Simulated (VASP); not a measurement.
# AgCl (I4/mmm) in VASP: further runs

AgCl is run at these levels: PBE; tasks: single point.

Everything below comes from runs of VASP 6.6.1. Logs are shortened: lines on timing, memory, paths and dates and some standing lists are left out, and cuts for length are marked.

**1. The cell of the first run**

Symmetry: I4/mmm, No. 139, tetragonal system. The conventional cell has a = 3.968 Å, b = 3.968 Å, c = 5.388 Å, α = 90.00°, β = 90.00°, γ = 90.00°. Ag (site symmetry 4/mmm) has 6 Cl at 2.69 to 2.81 Å within 3.6 Å. Cl (site symmetry 4/mmm) has 6 Ag at 2.69 to 2.81 Å within 3.6 Å.

**2. Single point, PBE (strain +0.000 along x and y, -0.040 along z)**

File INCAR:

```
  PREC = Accurate
  ENCUT = 520
  EDIFF = 1E-6
  ISMEAR = 0
  SIGMA = 0.05
  LREAL = F
  LASPH = T
  NELM = 80
  ALGO = Normal
  ISIF = 2
  LWAVE = F
  LCHARG = F
  GGA = PE
  NBANDS = 16
```

File KPOINTS:

```
regular mesh
0
Gamma
  8 8 8
```

File POSCAR:

```
AgCl
1.0
    0.0000000000      2.8060228508      2.6937819368
    2.8060228508      0.0000000000      2.6937819368
    2.8060228508      2.8060228508      0.0000000000
Ag Cl
1 1
Direct
    0.5000000000      0.5000000000      0.5000000000
    0.0000000000      0.0000000000      0.0000000000
```

Potentials or basis: VASP PAW PBE potentials, release 64 (Ag, Cl).

The run is started by

```sh
$ cat potpaw_PBE.64/Ag/POTCAR potpaw_PBE.64/Cl/POTCAR > POTCAR
$ mpirun -np 1 vasp_std > vasp.out
```

OUTCAR:

```text
PREC = Accurate
   ENCUT = 520
   EDIFF = 1E-6
   ISMEAR = 0
   LREAL = F
   LASPH = T
   NELM = 80
   ISIF = 2
   GGA = PE

 ion  position               nearest neighbor table
   1  0.500  0.500  0.500-   2 2.69   2 2.69   2 2.81   2 2.81   2 2.81   2 2.81
   2  0.000  0.000  0.000-   1 2.69   1 2.69   1 2.81   1 2.81   1 2.81   1 2.81

  LATTYP: Found a body centered tetragonal cell.
 ALAT       =     3.9683155719
 C/A-ratio  =     1.3576450199

  Lattice vectors:

 A1 = (   0.0000000000,  -2.8060228508,  -2.6937819368)
 A2 = (   0.0000000000,   2.8060228508,  -2.6937819368)
 A3 = (   2.8060228508,   0.0000000000,   2.6937819368)

Analysis of symmetry for initial positions (statically):
=====================================================================
 Subroutine PRICEL returns:
 Original cell was already a primitive cell.

 Routine SETGRP: Setting up the symmetry group for a
 body centered tetragonal supercell.

 Subroutine GETGRP returns: Found 16 space group operations
 (whereof 16 operations were pure point group operations)
 out of a pool of 16 trial point group operations.

The static configuration has the point symmetry D_4h.

Analysis of symmetry for dynamics (positions and initial velocities):
=====================================================================
 Subroutine PRICEL returns:
 Original cell was already a primitive cell.

 Routine SETGRP: Setting up the symmetry group for a
 body centered tetragonal supercell.

 Subroutine GETGRP returns: Found 16 space group operations
 (whereof 16 operations were pure point group operations)
 out of a pool of 16 trial point group operations.

The dynamic configuration has the point symmetry D_4h.

 Subroutine INISYM returns: Found 16 space group operations
 (whereof 16 operations are pure point group operations),
 and found     1 'primitive' translations

----------------------------------------------------------------------------------------

                                     Primitive cell

  volume of cell :      42.4204

  direct lattice vectors                    reciprocal lattice vectors
     0.000000000  2.806022851  2.693781937    -0.178188143  0.178188143  0.185612649
     2.806022851  0.000000000  2.693781937     0.178188143 -0.178188143  0.185612649
     2.806022851  2.806022851  0.000000000     0.178188143  0.178188143 -0.185612649

  length of vectors
     3.889759037  3.889759037  3.968315572     0.312976171  0.312976171  0.312976171

  position of ions in fractional coordinates (direct lattice)
     0.500000000  0.500000000  0.500000000
     0.000000000  0.000000000  0.000000000

  ion indices of the primitive-cell ions
   primitive index   ion index
                 1           1
                 2           2

----------------------------------------------------------------------------------------

 KPOINTS: regular mesh

Automatic generation of k-mesh.
 Grid dimensions read from file:
 generate k-points for:    8    8    8

 Generating k-lattice:

  Cartesian coordinates                     Fractional coordinates (reciprocal lattice)
    -0.022273518  0.022273518  0.023201581     0.125000000  0.000000000  0.000000000
     0.022273518 -0.022273518  0.023201581     0.000000000  0.125000000  0.000000000
     0.022273518  0.022273518 -0.023201581     0.000000000  0.000000000  0.125000000

  Length of vectors
     0.039122021  0.039122021  0.039122021

  Shift w.r.t. Gamma in fractional coordinates (k-lattice)
     0.000000000  0.000000000  0.000000000

 Subroutine IBZKPT returns following result:
 ===========================================

 Found     59 irreducible k-points:

 Following reciprocal coordinates:
            Coordinates               Weight
  0.000000  0.000000  0.000000      1.000000
  0.125000  0.000000  0.000000      8.000000
  0.250000  0.000000  0.000000      8.000000
  0.375000  0.000000  0.000000      8.000000
  0.500000  0.000000  0.000000      4.000000
  0.125000  0.125000  0.000000      2.000000
[... 16 lines left out ...]
  0.250000  0.000000  0.125000     16.000000
  0.375000  0.000000  0.125000     16.000000
 [... further k-points ...]
   k-points           NKPTS =     59   k-points in BZ     NKDIM =     59   number of bands    NBANDS=     16
   number of dos      NEDOS =    301   number of ions     NIONS =      2
   total plane-waves  NPLWV =  27000
   dimension x,y,z NGX =    30 NGY =   30 NGZ =   30
   dimension x,y,z NGXF=    60 NGYF=   60 NGZF=   60
   ions per type =               1   1
   NGX,Y,Z   is equivalent  to a cutoff of  12.82, 12.82, 12.57 a.u.
   NGXF,Y,Z  is equivalent  to a cutoff of  25.64, 25.64, 25.14 a.u.
 SYSTEM =  unknown system
   PREC   = accura    normal or accurate (medium, high low for compatibility)
   ISTART =      0    job   : 0-new  1-cont  2-samecut
   ICHARG =      2    charge: 1-file 2-atom 10-const
   ISPIN  =      1    spin polarized calculation?
   LNONCOLLINEAR =      F non collinear calculations
   LSORBIT =      F    spin-orbit coupling
   LASPH  =      T    aspherical Exc in radial PAW
   ENCUT  =  520.0 eV  38.22 Ry    6.18 a.u.   7.23  7.23  7.38*2*pi/ulx,y,z
   NELM   =     80;   NELMIN=  2; NELMDL= -5     # of ELM steps
   EDIFF  = 0.1E-05   stopping-criterion for ELM
   LREAL  =      F    real-space projection
   EDIFFG = 0.1E-04   stopping-criterion for IOM
   NSW    =      0    number of steps for IOM
   IBRION =     -1    ionic relax: 0-MD 1-quasi-New 2-CG
   NFREE  =      0    steps in history (QN), initial steepest desc. (CG)
   ISIF   =      2    stress and relaxation
   ISYM   =      2    0-nonsym 1-usesym 2-fastsym
   POTIM  = 0.5000    time-step for ionic-motion
   TEBEG  =    0.0;   TEEND  =   0.0 temperature during run
   PSTRESS=    0.0 pullay stress
   NELECT =      18.0000    total number of electrons
   NUPDOWN=      -1.0000    fix difference up-down
   EMIN   =  10.00;   EMAX   =-10.00  energy-range for DOS
   EFERMI =   0.00;   METHOD = LEGACY
   ISMEAR =     0;   SIGMA  =   0.05  broadening in eV -4-tet -1-fermi 0-gaus
   EFERMI_NEDOS =   21; number of points for ismear=-14 and -15
   IALGO  =     38    algorithm
   IMIX   =      4    mixing-type and parameters
     AMIX     =   0.40;   BMIX     =  1.00
     AMIX_MAG =   1.60;   BMIX_MAG =  1.00
  volume/ion in A,a.u.               =      21.21       143.13
  Fermi-wavevector in a.u.,A,eV,Ry     =   1.230195  2.324732 20.590790  1.513380
  Thomas-Fermi vector in A             =   2.365053
   LORBIT       =      0    0 simple, 1 ext, 2 COOP (PROOUT), +10 PAW based schemes
   GGA     = PE    functional components
   LHFCALC =     F    Hartree Fock is set to
   AEXX    =    0.0000 exact exchange contribution
   IVDW    =     0    specifies the selected vdW correction
   LEPSILON=     F    determine dielectric tensor
   LRPA    =     F    only Hartree local field effects (RPA)
 non-spin polarized calculation
 Gauss-broadening in eV      SIGMA  =   0.05
  energy-cutoff  :      520.00
  volume of cell :       42.42
 maximum number of plane-waves:      1158
 NGX is ok and might be reduce to    30
   NGX = 15   NGY = 15   NGZ = 15

 number of electron      18.0000005 magnetization

 Free energy of the ion-electron system (eV)
  ---------------------------------------------------
  ext. energy  EPLUGINS =         0.00000000
  ---------------------------------------------------
  free energy    TOTEN  =        -5.38807256 eV

  energy without entropy =       -5.38807256  energy(sigma->0) =       -5.38807256

 E-fermi :   4.2896     XC(G=0):  -9.9916

 val. band max:        4.0115827501   @ k =   0.5000   0.0000   0.0000
 cond. band min:       4.8081203535   @ k =   0.0000   0.0000   0.0000
 fundamental gap:      0.7965376034
 Fermi energy:         4.2896348373

 k-point     1 :       0.0000    0.0000    0.0000
  band No.  band energies     occupation
      1     -11.3063      2.00000
      2       1.3865      2.00000
      3       1.3865      2.00000
      4       1.4390      2.00000
      5       1.4516      2.00000
      6       1.4664      2.00000
[... 8 lines left out ...]
     15      16.9228      0.00000
     16      16.9228      0.00000

 k-point     2 :       0.1250    0.0000    0.0000
  band No.  band energies     occupation
      1     -11.2452      2.00000
      2       0.6427      2.00000
      3       0.7651      2.00000
      4       0.8027      2.00000
      5       1.4538      2.00000
      6       1.4988      2.00000
[... 8 lines left out ...]
     15      15.9966      0.00000
     16      16.7778      0.00000

 k-point     3 :       0.2500    0.0000    0.0000
  band No.  band energies     occupation
      1     -11.0913      2.00000
      2      -0.3564      2.00000
      3       0.1349      2.00000
      4       0.2368      2.00000
      5       1.5942      2.00000
      6       1.6141      2.00000
[... 8 lines left out ...]
     15      16.1888      0.00000
     16      16.6328      0.00000

 k-point     4 :       0.3750    0.0000    0.0000
  band No.  band energies     occupation
      1     -10.9275      2.00000
      2      -1.1364      2.00000
      3      -0.2446      2.00000
      4      -0.1254      2.00000
      5       1.7328      2.00000
      6       1.7418      2.00000
[... 8 lines left out ...]
     15      17.0766      0.00000
     16      17.1224      0.00000
[... 324 lines left out ...]
 k-point    22 :       0.1250    0.0000    0.1250
  band No.  band energies     occupation
      1     -11.2320      2.00000
      2       0.2877      2.00000
      3       1.0079      2.00000
      4       1.1451      2.00000
      5       1.3401      2.00000
      6       1.4814      2.00000
[... 8 lines left out ...]
     15      17.8652      0.00000
     16      17.9238      0.00000

 k-point    23 :       0.2500    0.0000    0.1250
  band No.  band energies     occupation
      1     -11.1179      2.00000
      2      -0.2765      2.00000
      3       0.4432      2.00000
      4       0.6080      2.00000
      5       1.4287      2.00000
      6       1.6228      2.00000
[... 8 lines left out ...]
     15      17.3186      0.00000
     16      18.0020      0.00000

 k-point    24 :       0.3750    0.0000    0.1250
  band No.  band energies     occupation
      1     -10.9622      2.00000
      2      -0.8390      2.00000
      3      -0.1229      2.00000
      4       0.0847      2.00000
      5       1.5873      2.00000
      6       1.7567      2.00000
[... 8 lines left out ...]
     15      17.5716      0.00000
     16      17.9111      0.00000

 [... further k-points ...]
[... 5 lines left out ...]
  --------------------------------------------------------------------------------------
  -------------------------------------------------------------------------------------
  Total        0.4062271      0.4062271      0.6972385      0.0000000      0.0000000      0.0000000
  in kB       15.3427990     15.3427990     26.3340161      0.0000000      0.0000000      0.0000000
  external PRESSURE =      19.0065381 kB  Pullay stress =       0.0000000 kB

 VOLUME and BASIS-vectors are now :
 -----------------------------------------------------------------------------
  energy-cutoff  :      520.00
  volume of cell :       42.42
      direct lattice vectors                 reciprocal lattice vectors
     0.000000000  2.806022851  2.693781937    -0.178188143  0.178188143  0.185612649
     2.806022851  0.000000000  2.693781937     0.178188143 -0.178188143  0.185612649
     2.806022851  2.806022851  0.000000000     0.178188143  0.178188143 -0.185612649

 POSITION                                       TOTAL-FORCE (eV/Angst)
 -----------------------------------------------------------------------------------
      2.80602      2.80602      2.69378        -0.000000     -0.000000     -0.000000
      0.00000      0.00000      0.00000         0.000000      0.000000      0.000000
 -----------------------------------------------------------------------------------
    total drift:                                0.000000      0.000000      0.000000

  FREE ENERGIE OF THE ION-ELECTRON SYSTEM (eV)
  ---------------------------------------------------
  free  energy   TOTEN  =        -5.3880725579 eV

  energy  without entropy=       -5.3880725579  energy(sigma->0) =       -5.38807256
```

Run time: 34 s. Hardware: 1 thread of Intel Xeon 6975P-C, shared host; peak memory 0.19 GiB.

Results:

| Property | Result |
| --- | --- |
| Free energy | -5.3881 eV |
| Pressure | 1.9 GPa |
| Band gap on the k mesh | 0.80 eV, indirect (least direct gap 3.21 eV) |

Caveat: the cell differs from its parent crystal (strain +0.000 along x and y, -0.040 along z).

**3. Single point, PBE (strain -0.040 along x and y, +0.080 along z)**

File INCAR:

```
PREC = Accurate
ENCUT = 520
EDIFF = 1E-6
ISMEAR = 0
SIGMA = 0.05
LREAL = F
LASPH = T
NELM = 60
ALGO = Normal
ISIF = 2
LWAVE = F
LCHARG = F
GGA = PE
NBANDS = 16
```

File KPOINTS:

```
Automatic mesh
0
Gamma
  8 8 8
```

File POSCAR:

```
AgCl
1.0
    0.0000000000      2.6937819368      3.0305046789
    2.6937819368      0.0000000000      3.0305046789
    2.6937819368      2.6937819368      0.0000000000
Ag Cl
1 1
Direct
    0.5000000000      0.5000000000      0.5000000000
    0.0000000000      0.0000000000      0.0000000000
```

Potentials or basis: VASP PAW PBE potentials, release 64 (Ag, Cl).

The run is started by

```sh
$ cat potpaw_PBE.64/Ag/POTCAR potpaw_PBE.64/Cl/POTCAR > POTCAR
$ mpirun -np 1 vasp_std > vasp.out
```

OUTCAR:

```text
PREC = Accurate
   ENCUT = 520
   EDIFF = 1E-6
   ISMEAR = 0
   LREAL = F
   LASPH = T
   NELM = 60
   ISIF = 2
   GGA = PE

 ion  position               nearest neighbor table
   1  0.500  0.500  0.500-   2 2.69   2 2.69   2 2.69   2 2.69   2 3.03   2 3.03
   2  0.000  0.000  0.000-   1 2.69   1 2.69   1 2.69   1 2.69   1 3.03   1 3.03

  LATTYP: Found a body centered tetragonal cell.
 ALAT       =     3.8095829491
 C/A-ratio  =     1.5909902577

  Lattice vectors:

 A1 = (  -2.6937819368,   0.0000000000,   3.0305046789)
[... 625 lines left out ...]
      3      -0.5288      2.00000
      4      -0.0550      2.00000
      5       1.2597      2.00000
      6       1.4012      2.00000
[... 8 lines left out ...]
     15      17.0082      0.00000
     16      17.8994      0.00000

 [... further k-points ...]
[... 5 lines left out ...]
  --------------------------------------------------------------------------------------
  -------------------------------------------------------------------------------------
  Total        0.5426242      0.5426242     -0.1192405      0.0000000      0.0000000      0.0000000
  in kB       19.7669599     19.7669599     -4.3437455      0.0000000      0.0000000      0.0000000
  external PRESSURE =      11.7300581 kB  Pullay stress =       0.0000000 kB

 VOLUME and BASIS-vectors are now :
 -----------------------------------------------------------------------------
  energy-cutoff  :      520.00
  volume of cell :       43.98
      direct lattice vectors                 reciprocal lattice vectors
     0.000000000  2.693781937  3.030504679    -0.185612649  0.185612649  0.164989021
     2.693781937  0.000000000  3.030504679     0.185612649 -0.185612649  0.164989021
     2.693781937  2.693781937  0.000000000     0.185612649  0.185612649 -0.164989021

 POSITION                                       TOTAL-FORCE (eV/Angst)
 -----------------------------------------------------------------------------------
      2.69378      2.69378      3.03050         0.000000      0.000000     -0.000000
      0.00000      0.00000      0.00000         0.000000      0.000000      0.000000
 -----------------------------------------------------------------------------------
    total drift:                                0.000000      0.000000      0.000000

  FREE ENERGIE OF THE ION-ELECTRON SYSTEM (eV)
  ---------------------------------------------------
  free  energy   TOTEN  =        -5.3779851420 eV

  energy  without entropy=       -5.3779851420  energy(sigma->0) =       -5.37798514
```

OSZICAR:

```text
N       E                     dE             d eps       ncg     rms          rms(c)
DAV:   1     0.920712352012E+02    0.92071E+02   -0.85869E+03  1888   0.101E+03
DAV:   2    -0.248557183116E+01   -0.94557E+02   -0.86945E+02  2392   0.216E+02
DAV:   3    -0.555692736922E+01   -0.30714E+01   -0.30632E+01  2352   0.397E+01
DAV:   4    -0.557240244577E+01   -0.15475E-01   -0.15474E-01  2464   0.325E+00
DAV:   5    -0.557257823205E+01   -0.17579E-03   -0.17578E-03  2272   0.345E-01    0.607E+00
DAV:   6    -0.538291593278E+01    0.18966E+00   -0.26096E-01  2456   0.666E+00    0.398E+00
DAV:   7    -0.537849111580E+01    0.44248E-02   -0.99809E-02  2304   0.212E+00    0.200E+00
DAV:   8    -0.537782031451E+01    0.67080E-03   -0.49404E-03  2280   0.725E-01    0.306E-01
DAV:   9    -0.537790710722E+01   -0.86793E-04   -0.52537E-04  2432   0.289E-01    0.404E-02
DAV:  10    -0.537797954938E+01   -0.72442E-04   -0.10230E-04  2368   0.897E-02    0.319E-02
DAV:  11    -0.537798503821E+01   -0.54888E-05   -0.62319E-06  2432   0.176E-02    0.385E-03
DAV:  12    -0.537798514196E+01   -0.10375E-06   -0.47307E-07  1640   0.540E-03
   1 F= -.53779851E+01 E0= -.53779851E+01  d E =-.337193E-14
```

It took 37 s on 1 thread of Intel Xeon 6975P-C, shared host; peak memory 0.19 GiB.

What came out:

```
Free energy            : -5.3780 eV
Pressure               : 1.2 GPa
Band gap on the k mesh : 0.62 eV, indirect (least direct gap 3.07 eV)
```

Levels at points of the mesh, in eV from the valence-band top:
| k point | band 7 | band 8 | band 9 | band 10 | band 11 | band 12 |
| --- | --- | --- | --- | --- | --- | --- |
| (0.00, 0.00, 0.00) | -2.66 | -2.66 | -2.45 | 0.62 | 10.32 | 10.69 |
| (0.50, 0.00, 0.00) | -2.05 | -0.75 | 0.00 | 3.92 | 6.15 | 6.90 |
| (0.50, 0.50, 0.00) | -2.31 | -2.31 | -2.25 | 2.17 | 7.37 | 8.18 |
| (0.50, 0.00, 0.50) | -2.37 | -2.24 | -2.17 | 2.07 | 7.53 | 8.54 |

Caveat: the cell differs from its parent crystal (strain -0.040 along x and y, +0.080 along z). A k mesh can miss the band edges.

**4. Single point, PBE (strain +0.040 along x and y, -0.080 along z)**

File INCAR:

```
PREC = Accurate
ENCUT = 520
EDIFF = 1E-6
ISMEAR = 0
SIGMA = 0.05
LREAL = False
LASPH = True
NELM = 80
ALGO = Normal
ISIF = 2
LWAVE = False
LCHARG = True
GGA = PE
LELF = True
LVHAR = True
NBANDS = 16
```

KPOINTS is that of step 3.

File POSCAR:

```
AgCl
1.0
    0.0000000000      2.9182637648      2.5815410227
    2.9182637648      0.0000000000      2.5815410227
    2.9182637648      2.9182637648      0.0000000000
Ag Cl
1 1
Direct
    0.5000000000      0.5000000000      0.5000000000
    0.0000000000      0.0000000000      0.0000000000
```

The run is started by

```sh
$ cat potpaw_PBE.64/Ag/POTCAR potpaw_PBE.64/Cl/POTCAR > POTCAR
$ mpirun -np 1 vasp_std > vasp.out
```

It took 37 s on 1 thread of Intel Xeon 6975P-C, shared host; peak memory 0.2 GiB.

Results (log left out):

- Free energy: -5.3749 eV
- Pressure: 1.4 GPa
- Band gap on the k mesh: 0.72 eV, indirect (least direct gap 3.13 eV)

Stress tensor (GPa, compression positive):
```
0.43 0.00 0.00
0.00 0.43 0.00
0.00 0.00 3.21
```

Levels at points of the mesh, in eV from the valence-band top:
```
           k point  band 5  band 6  band 7  band 8  band 9  band 10  band 11  band 12  band 13  band 14
(0.00, 0.00, 0.00)   -2.70   -2.63   -2.51   -2.41   -2.41     0.72    10.56    10.56    10.87    11.99
(0.50, 0.00, 0.00)   -2.36   -2.30   -1.96   -0.63    0.00     3.99     6.29     6.84     8.18    12.88
(0.50, 0.50, 0.00)   -2.90   -2.36   -2.27   -2.27   -2.12     2.16     7.30     9.03    10.49    10.49
(0.50, 0.00, 0.50)   -2.84   -2.54   -2.26   -2.23   -2.14     2.22     7.82     8.11    10.51    12.31
```

Caveat: the cell differs from its parent crystal (strain +0.040 along x and y, -0.080 along z). A k mesh can miss the band edges.

[end of part 1 of 2]
